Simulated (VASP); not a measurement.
# Al2Cu in VASP: a series of runs

Al2Cu is run at these levels: PBEsol, PBEsol+D3(BJ), PBEsol+D4, LDA; tasks: relaxation of cell and atoms, single point.

Program: VASP 6.6.1. These are calculated values, not measurements. Logs are shortened: lines on timing, memory, paths and dates and some standing lists are left out, and cuts for length are marked.

## (1) The cell of the first run

The structure is tetragonal, space group I4/mmm (No. 139). Conventional cell: a = 4.061 Å, b = 4.061 Å, c = 5.702 Å, α = 90.00°, β = 90.00°, γ = 90.00°. Cu (site symmetry 4/mmm) has 8 Al at 2.48 Å within 3.3 Å. Al (site symmetry -4m2) has 4 Cu at 2.48 Å and 6 Al at 2.85 to 2.87 Å within 3.3 Å.

## (2) Relaxation of cell and atoms, PBEsol

Input file INCAR:

```
SYSTEM = Al2Cu
ALGO = Normal ; EDIFF = 1E-6
EDIFFG = -0.01 ; ENCUT = 600
GGA = PS ; IBRION = 2
ISIF = 3 ; ISMEAR = -1
LASPH = .True. ; LCHARG = .False.
LREAL = .False. ; LWAVE = .False.
NELM = 100 ; NSW = 60
PREC = Accurate ; SIGMA = 0.05
```

Input file KPOINTS:

```
k-points
0
Gamma
  9 9 9
  0 0 0
```

Input file POSCAR:

```
Al2Cu
1.0
   -2.0303375000      2.0303375000      2.8510940000
    2.0303375000     -2.0303375000      2.8510940000
    2.0303375000      2.0303375000     -2.8510940000
Cu Al
1 2
Direct
    0.5000000000      0.5000000000      0.0000000000
    0.2500000000      0.7500000000      0.5000000000
    0.7500000000      0.2500000000      0.5000000000
```

Potentials or basis: VASP PAW PBE potentials, release 64 (Cu, Al).

The run is started by

```bash
cat potpaw_PBE.64/Cu/POTCAR potpaw_PBE.64/Al/POTCAR > POTCAR
mpirun -np 1 vasp_std > vasp.out
```

OUTCAR:

```text
SYSTEM = Al2Cu
   EDIFF = 1E-6
   EDIFFG = -0.01
   ENCUT = 600
   GGA = PS
   IBRION = 2
   ISIF = 3
   ISMEAR = -1
   LASPH = .True.
   LREAL = .False.
   NELM = 100
   NSW = 60
   PREC = Accurate

 ion  position               nearest neighbor table
   1  0.500  0.500  0.000-   2 2.48   3 2.48   2 2.48   3 2.48   2 2.48   3 2.48   2 2.48   3 2.48

   2  0.250  0.750  0.500-   1 2.48   1 2.48   1 2.48   1 2.48   3 2.85   3 2.85   3 2.87   3 2.87
                             3 2.87   3 2.87
   3  0.750  0.250  0.500-   1 2.48   1 2.48   1 2.48   1 2.48   2 2.85   2 2.85   2 2.87   2 2.87
                             2 2.87   2 2.87

  LATTYP: Found a body centered tetragonal cell.
 ALAT       =     4.0606750000
 C/A-ratio  =     1.4042463384

  Lattice vectors:

 A1 = (  -2.0303375000,   2.0303375000,   2.8510940000)
 A2 = (   2.0303375000,  -2.0303375000,   2.8510940000)
 A3 = (   2.0303375000,   2.0303375000,  -2.8510940000)

Analysis of symmetry for initial positions (statically):
=====================================================================
 Subroutine PRICEL returns:
 Original cell was already a primitive cell.

 Routine SETGRP: Setting up the symmetry group for a
 body centered tetragonal supercell.

 Subroutine GETGRP returns: Found 16 space group operations
 (whereof 16 operations were pure point group operations)
 out of a pool of 16 trial point group operations.

The static configuration has the point symmetry D_4h.

Analysis of symmetry for dynamics (positions and initial velocities):
=====================================================================
 Subroutine PRICEL returns:
 Original cell was already a primitive cell.

 Routine SETGRP: Setting up the symmetry group for a
 body centered tetragonal supercell.

 Subroutine GETGRP returns: Found 16 space group operations
 (whereof 16 operations were pure point group operations)
 out of a pool of 16 trial point group operations.

The dynamic configuration has the point symmetry D_4h.

 Subroutine INISYM returns: Found 16 space group operations
 (whereof 16 operations are pure point group operations),
 and found     1 'primitive' translations

----------------------------------------------------------------------------------------

                                     Primitive cell

  volume of cell :      47.0119

  direct lattice vectors                    reciprocal lattice vectors
    -2.030337500  2.030337500  2.851094000     0.000000000  0.246264476  0.175371279
     2.030337500 -2.030337500  2.851094000     0.246264476  0.000000000  0.175371279
     2.030337500  2.030337500 -2.851094000     0.246264476  0.246264476  0.000000000

  length of vectors
     4.046390703  4.046390703  4.046390703     0.302326442  0.302326442  0.348270562

  position of ions in fractional coordinates (direct lattice)
     0.500000000  0.500000000  0.000000000
     0.250000000  0.750000000  0.500000000
     0.750000000  0.250000000  0.500000000

  ion indices of the primitive-cell ions
   primitive index   ion index
                 1           1
                 2           2
                 3           3

----------------------------------------------------------------------------------------

 KPOINTS: k-points

Automatic generation of k-mesh.
 Grid dimensions read from file:
 generate k-points for:    9    9    9

 Generating k-lattice:

  Cartesian coordinates                     Fractional coordinates (reciprocal lattice)
     0.000000000  0.027362720  0.019485698     0.111111111  0.000000000  0.000000000
     0.027362720  0.000000000  0.019485698     0.000000000  0.111111111  0.000000000
     0.027362720  0.027362720  0.000000000     0.000000000  0.000000000  0.111111111

  Length of vectors
     0.033591827  0.033591827  0.038696729

  Shift w.r.t. Gamma in fractional coordinates (k-lattice)
     0.000000000  0.000000000  0.000000000

 Subroutine IBZKPT returns following result:
 ===========================================

 Found     75 irreducible k-points:

 Following reciprocal coordinates:
            Coordinates               Weight
  0.000000  0.000000  0.000000      1.000000
  0.111111  0.000000 -0.000000      8.000000
  0.222222  0.000000  0.000000      8.000000
  0.333333  0.000000 -0.000000      8.000000
  0.444444  0.000000  0.000000      8.000000
  0.111111  0.111111 -0.000000      8.000000
[... 16 lines left out ...]
 -0.333333  0.333333  0.000000      4.000000
  0.444444  0.444444  0.000000      8.000000
 [... further k-points ...]
   k-points           NKPTS =     75   k-points in BZ     NKDIM =     75   number of bands    NBANDS=     12
   number of dos      NEDOS =    301   number of ions     NIONS =      3
   total plane-waves  NPLWV =  32768
   dimension x,y,z NGX =    32 NGY =   32 NGZ =   32
   dimension x,y,z NGXF=    64 NGYF=   64 NGZF=   64
   ions per type =               1   2
   NGX,Y,Z   is equivalent  to a cutoff of  13.15, 13.15, 13.15 a.u.
   NGXF,Y,Z  is equivalent  to a cutoff of  26.29, 26.29, 26.29 a.u.
 SYSTEM =  Al2Cu
   PREC   = accura    normal or accurate (medium, high low for compatibility)
   ISTART =      0    job   : 0-new  1-cont  2-samecut
   ICHARG =      2    charge: 1-file 2-atom 10-const
   ISPIN  =      1    spin polarized calculation?
   LNONCOLLINEAR =      F non collinear calculations
   LSORBIT =      F    spin-orbit coupling
   LASPH  =      T    aspherical Exc in radial PAW
   ENCUT  =  600.0 eV  44.10 Ry    6.64 a.u.   8.08  8.08  8.08*2*pi/ulx,y,z
   NELM   =    100;   NELMIN=  2; NELMDL= -5     # of ELM steps
   EDIFF  = 0.1E-05   stopping-criterion for ELM
   LREAL  =      F    real-space projection
   EDIFFG = -.1E-01   stopping-criterion for IOM
   NSW    =     60    number of steps for IOM
   IBRION =      2    ionic relax: 0-MD 1-quasi-New 2-CG
   NFREE  =      1    steps in history (QN), initial steepest desc. (CG)
   ISIF   =      3    stress and relaxation
   ISYM   =      2    0-nonsym 1-usesym 2-fastsym
   POTIM  = 0.5000    time-step for ionic-motion
   TEBEG  =    0.0;   TEEND  =   0.0 temperature during run
   PSTRESS=    0.0 pullay stress
   NELECT =      17.0000    total number of electrons
   NUPDOWN=      -1.0000    fix difference up-down
   EMIN   =  10.00;   EMAX   =-10.00  energy-range for DOS
   EFERMI =   0.00;   METHOD = LEGACY
   ISMEAR =    -1;   SIGMA  =   0.05  broadening in eV -4-tet -1-fermi 0-gaus
   EFERMI_NEDOS =   21; number of points for ismear=-14 and -15
   IALGO  =     38    algorithm
   IMIX   =      4    mixing-type and parameters
     AMIX     =   0.40;   BMIX     =  1.00
     AMIX_MAG =   1.60;   BMIX_MAG =  1.00
  volume/ion in A,a.u.               =      15.67       105.75
  Fermi-wavevector in a.u.,A,eV,Ry     =   1.166331  2.204046 18.508385  1.360328
  Thomas-Fermi vector in A             =   2.302845
   LORBIT       =      0    0 simple, 1 ext, 2 COOP (PROOUT), +10 PAW based schemes
   GGA     = PS    functional components
   LHFCALC =     F    Hartree Fock is set to
   AEXX    =    0.0000 exact exchange contribution
   IVDW    =     0    specifies the selected vdW correction
   LEPSILON=     F    determine dielectric tensor
   LRPA    =     F    only Hartree local field effects (RPA)
 conjugate gradient relaxation of ions
 non-spin polarized calculation
  energy-cutoff  :      600.00
  volume of cell :       47.01
 maximum number of plane-waves:      1592
   NGX = 17   NGY = 17   NGZ = 17

--------------------------------------- Ionic step        1  -------------------------------------------

 number of electron      17.0000011 magnetization

 Free energy of the ion-electron system (eV)
  ---------------------------------------------------
  ext. energy  EPLUGINS =         0.00000000
  ---------------------------------------------------
  free energy    TOTEN  =       -13.00650580 eV

  energy without entropy =      -12.99349987  energy(sigma->0) =      -13.00000283

------------------------ aborting loop because EDIFF is reached ----------------------------------------

  FORCE on cell =-STRESS in cart. coord.  units (eV):
  Direction    XX          YY          ZZ          XY          YZ          ZX
  --------------------------------------------------------------------------------------
  -------------------------------------------------------------------------------------
  Total        0.0494173      0.0494173      0.0960852      0.0000000      0.0000000     -0.0000000
  in kB        1.6841538      1.6841538      3.2746068      0.0000000      0.0000000     -0.0000000
  external PRESSURE =       2.2143048 kB  Pullay stress =       0.0000000 kB
[... 96 lines left out ...]
  energy  without entropy=      -12.9935178666  energy(sigma->0) =      -13.00004358

--------------------------------------- Ionic step        4  -------------------------------------------

 number of electron      17.0000010 magnetization

 Free energy of the ion-electron system (eV)
  ---------------------------------------------------
  ext. energy  EPLUGINS =         0.00000000
  ---------------------------------------------------
  free energy    TOTEN  =       -13.00656904 eV

  energy without entropy =      -12.99351185  energy(sigma->0) =      -13.00004045

 E-fermi :   7.0450     XC(G=0): -10.6197

 val. band max:        7.0393258949   @ k =  -0.2222  -0.3333   0.1111
 cond. band min:       7.0552513189   @ k =   0.1111   0.1111  -0.0000
 fundamental gap:      0.0159254240
 Fermi energy:         7.0449519598

 k-point     1 :       0.0000    0.0000    0.0000
  band No.  band energies     occupation
      1      -3.2164      2.00000
      2       2.4462      2.00000
      3       2.4514      2.00000
      4       2.4514      2.00000
      5       3.0128      2.00000
      6       3.0214      2.00000
      7       9.9513      0.00000
      8       9.9513      0.00000
      9       9.9696      0.00000
     10       9.9995      0.00000
     11      10.0423      0.00000
     12      10.0423      0.00000
[... 331 lines left out ...]
 k-point    24 :       0.4444    0.4444    0.0000
  band No.  band energies     occupation
      1       0.9392      2.00000
      2       1.2590      2.00000
      3       1.8368      2.00000
      4       2.9377      2.00000
      5       3.0016      2.00000
      6       3.1395      2.00000
      7       3.1734      2.00000
      8       4.5000      2.00000
      9       5.2287      2.00000
     10       7.8609      0.00000
     11       9.2286      0.00000
     12      15.1709      0.00000

 [... further k-points ...]

------------------------ aborting loop because EDIFF is reached ----------------------------------------

  FORCE on cell =-STRESS in cart. coord.  units (eV):
  Direction    XX          YY          ZZ          XY          YZ          ZX
  --------------------------------------------------------------------------------------
  -------------------------------------------------------------------------------------
  Total       -0.0125596     -0.0125596      0.0298271      0.0000000     -0.0000000      0.0000000
  in kB       -0.4270934     -0.4270934      1.0142828      0.0000000     -0.0000000      0.0000000
  external PRESSURE =       0.0533653 kB  Pullay stress =       0.0000000 kB
[... 18 lines left out ...]
  FREE ENERGIE OF THE ION-ELECTRON SYSTEM (eV)
  ---------------------------------------------------
  free  energy   TOTEN  =       -13.0065690424 eV

  energy  without entropy=      -12.9935118488  energy(sigma->0) =      -13.00004045

 reached required accuracy - stopping structural energy minimisation
```

It took 45 s on 1 thread of Intel Xeon 6975P-C (Granite Rapids), shared host; peak memory 0.21 GiB.

Results:

```yaml
Free_energy: -13.0066 eV
Relaxed_volume: 15.71 Å³/atom
Relaxed_cell: a = 4.050 Å, b = 4.050 Å, c = 4.050 Å, α = 119.78°, β = 119.78°, γ = 90.38°
Space_group_after_relaxing_to_0.05_Å: I4/mmm (No. 139)
Energy_gained_by_relaxing: 0.0 meV/atom
Ionic_steps: 4
Pressure_after_relaxing: 0.0 GPa
```

Final structure:
```
Cu Al
1.0
    -2.03147    2.03147    2.85419
     2.03147   -2.03147    2.85419
     2.03147    2.03147   -2.85419
Cu Al
1 2
Direct
  0.50000 0.50000 0.00000
  0.25000 0.75000 0.50000
  0.75000 0.25000 0.50000
```

Levels at points of the mesh, in eV from the Fermi level:
| k point | band 7 | band 8 | band 9 | band 10 | band 11 | band 12 |
| --- | --- | --- | --- | --- | --- | --- |
| (0.00, 0.00, 0.00) | 2.91 | 2.91 | 2.92 | 2.95 | 3.00 | 3.00 |

Caveat: the PAW data sets were made with another functional, which shifts forces and pressure a little.

## (3) Relaxation of cell and atoms, PBEsol+D3(BJ)

Input file INCAR:

```
PREC     = Accurate       # precision mode
ENCUT    = 600            # plane-wave cutoff, eV
EDIFF    = 1E-6           # SCF threshold, eV
ISMEAR   = -1             # smearing method
SIGMA    = 0.05           # smearing width, eV
LREAL    = False          # projectors in reciprocal space
LASPH    = True           # aspherical terms in the spheres
NELM     = 80             # most SCF steps
ALGO     = Normal         # electronic algorithm
ISIF     = 3              # what is computed and relaxed
LWAVE    = False          # write WAVECAR
LCHARG   = False          # write CHGCAR
GGA      = PS             # functional
IVDW     = 12             # dispersion correction
IBRION   = 2              # ionic algorithm
NSW      = 60             # ionic steps
EDIFFG   = -0.01          # ionic threshold
```

Input file KPOINTS:

```
regular mesh
0
Gamma
  9 9 9
```

POSCAR is that of step 2.

Potentials or basis: VASP PAW PBE potentials, release 64 (Cu, Al).

The run is started by

```bash
cat potpaw_PBE.64/Cu/POTCAR potpaw_PBE.64/Al/POTCAR > POTCAR
mpirun -np 1 vasp_std > vasp.out
```

OUTCAR:

```text
PREC = Accurate
   ENCUT = 600
   EDIFF = 1E-6
   ISMEAR = -1
   LREAL = False
   LASPH = True
   NELM = 80
   ISIF = 3
   GGA = PS
   IVDW = 12
   IBRION = 2
   NSW = 60
   EDIFFG = -0.01
 IVDW          = 12

 ion  position               nearest neighbor table
   1  0.500  0.500  0.000-   2 2.48   3 2.48   2 2.48   3 2.48   2 2.48   3 2.48   2 2.48   3 2.48

   2  0.250  0.750  0.500-   1 2.48   1 2.48   1 2.48   1 2.48   3 2.85   3 2.85   3 2.87   3 2.87
                             3 2.87   3 2.87
   3  0.750  0.250  0.500-   1 2.48   1 2.48   1 2.48   1 2.48   2 2.85   2 2.85   2 2.87   2 2.87
                             2 2.87   2 2.87

  LATTYP: Found a body centered tetragonal cell.
 ALAT       =     4.0606750000
 C/A-ratio  =     1.4042463384

  Lattice vectors:

 A1 = (  -2.0303375000,   2.0303375000,   2.8510940000)
 A2 = (   2.0303375000,  -2.0303375000,   2.8510940000)
 A3 = (   2.0303375000,   2.0303375000,  -2.8510940000)

Analysis of symmetry for initial positions (statically):
=====================================================================
 Subroutine PRICEL returns:
 Original cell was already a primitive cell.

 Routine SETGRP: Setting up the symmetry group for a
 body centered tetragonal supercell.

 Subroutine GETGRP returns: Found 16 space group operations
 (whereof 16 operations were pure point group operations)
 out of a pool of 16 trial point group operations.

The static configuration has the point symmetry D_4h.

Analysis of symmetry for dynamics (positions and initial velocities):
[... 159 lines left out ...]
  free energy    TOTEN  =       -13.00650580 eV

  energy without entropy =      -12.99349987  energy(sigma->0) =      -13.00000283

------------------------ aborting loop because EDIFF is reached ----------------------------------------

 Edisp (eV)   -1.05846

 E8    (eV) :    -0.7050
[... 114 lines left out ...]
--------------------------------------- Ionic step        4  -------------------------------------------

 number of electron      17.0000009 magnetization

 Free energy of the ion-electron system (eV)
  ---------------------------------------------------
  ext. energy  EPLUGINS =         0.00000000
  ---------------------------------------------------
  free energy    TOTEN  =       -12.98842890 eV

  energy without entropy =      -12.97542330  energy(sigma->0) =      -12.98192610

 E-fermi :   7.3975     XC(G=0): -10.7648

 val. band max:        7.3961967304   @ k =   0.1111   0.1111  -0.0000
 cond. band min:       7.4107267242   @ k =  -0.4444   0.1111   0.0000
 fundamental gap:      0.0145299939
 Fermi energy:         7.3974856777

 k-point     1 :       0.0000    0.0000    0.0000
  band No.  band energies     occupation
      1      -3.0818      2.00000
      2       2.6601      2.00000
      3       2.6654      2.00000
      4       2.6654      2.00000
      5       3.2442      2.00000
      6       3.2534      2.00000
      7      10.3120      0.00000
      8      10.3120      0.00000
      9      10.3608      0.00000
     10      10.4360      0.00000
     11      10.5101      0.00000
     12      10.5101      0.00000
[... 331 lines left out ...]
 k-point    24 :       0.4444    0.4444    0.0000
  band No.  band energies     occupation
      1       1.1952      2.00000
      2       1.4521      2.00000
      3       2.0562      2.00000
      4       3.1719      2.00000
      5       3.2402      2.00000
      6       3.3801      2.00000
      7       3.4234      2.00000
      8       4.7935      2.00000
      9       5.5271      2.00000
     10       8.3239      0.00000
     11       9.6005      0.00000
     12      15.6634      0.00000

 [... further k-points ...]

------------------------ aborting loop because EDIFF is reached ----------------------------------------

 Edisp (eV)   -1.09328

 E8    (eV) :    -0.7281
[... 26 lines left out ...]
  FREE ENERGIE OF THE ION-ELECTRON SYSTEM (eV)
  ---------------------------------------------------
  free  energy   TOTEN  =       -14.0817132343 eV

  energy  without entropy=      -14.0687076418  energy(sigma->0) =      -14.07521044

 reached required accuracy - stopping structural energy minimisation
```

OSZICAR:

```text
N       E                     dE             d eps       ncg     rms          rms(c)
DAV:   1     0.731220513142E+02    0.73122E+02   -0.76757E+03  1800   0.169E+03
DAV:   2    -0.120478712267E+02   -0.85170E+02   -0.79041E+02  1828   0.261E+02
DAV:   3    -0.155632629938E+02   -0.35154E+01   -0.33455E+01  2320   0.704E+01
[... 36 lines left out ...]
DAV:   1    -0.129885605314E+02   -0.85365E-03   -0.16501E-03  2136   0.134E+00    0.967E-02
DAV:   2    -0.129885679350E+02   -0.74036E-05   -0.18549E-03  2192   0.169E+00    0.777E-02
DAV:   3    -0.129884328037E+02    0.13513E-03   -0.58249E-04  2180   0.954E-01    0.155E-02
DAV:   4    -0.129884290386E+02    0.37651E-05   -0.11775E-05  2572   0.546E-02    0.315E-03
DAV:   5    -0.129884288958E+02    0.14275E-06   -0.42248E-07   980   0.239E-02
   4 F= -.14081713E+02 E0= -.14075210E+02  d E =-.167453E-01
```

It took 50 s on 1 thread of Intel Xeon 6975P-C (Granite Rapids), shared host; peak memory 0.23 GiB.

Results:

```yaml
Free_energy: -14.0817 eV
Relaxed_volume: 15.17 Å³/atom
Relaxed_cell: a = 4.003 Å, b = 4.003 Å, c = 4.003 Å, α = 119.78°, β = 119.78°, γ = 90.38°
Space_group_after_relaxing_to_0.05_Å: I4/mmm (No. 139)
Energy_gained_by_relaxing: 5.6 meV/atom
Ionic_steps: 4
Pressure_after_relaxing: 0.0 GPa
Dispersion_energy_per_atom: -0.364 eV
```

The path:
```
step  energy change (eV)  largest force (eV/Å)  pressure (GPa)  volume (Å³)
   1              0.0000                0.0000           -3.39        47.01
   2             -0.0129                0.0000            1.81        44.79
   3             -0.0168                0.0000            0.06        45.49
   4             -0.0167                0.0000           -0.04        45.52
```

Final structure:
```
Cu Al
1.0
    -2.00823    2.00823    2.82149
     2.00823   -2.00823    2.82149
     2.00823    2.00823   -2.82149
Cu Al
1 2
Direct
  0.50000 0.50000 0.00000
  0.25000 0.75000 0.50000
  0.75000 0.25000 0.50000
```

Levels at points of the mesh, in eV from the Fermi level:
| k point | band 7 | band 8 | band 9 | band 10 | band 11 | band 12 |
| --- | --- | --- | --- | --- | --- | --- |
| (0.00, 0.00, 0.00) | 2.91 | 2.91 | 2.96 | 3.04 | 3.11 | 3.11 |

Caveat: the PAW data sets were made with another functional, which shifts forces and pressure a little; pairwise dispersion overbinds metals, which lowers pressure and volume.

(Part 1 of 2 ends here.)
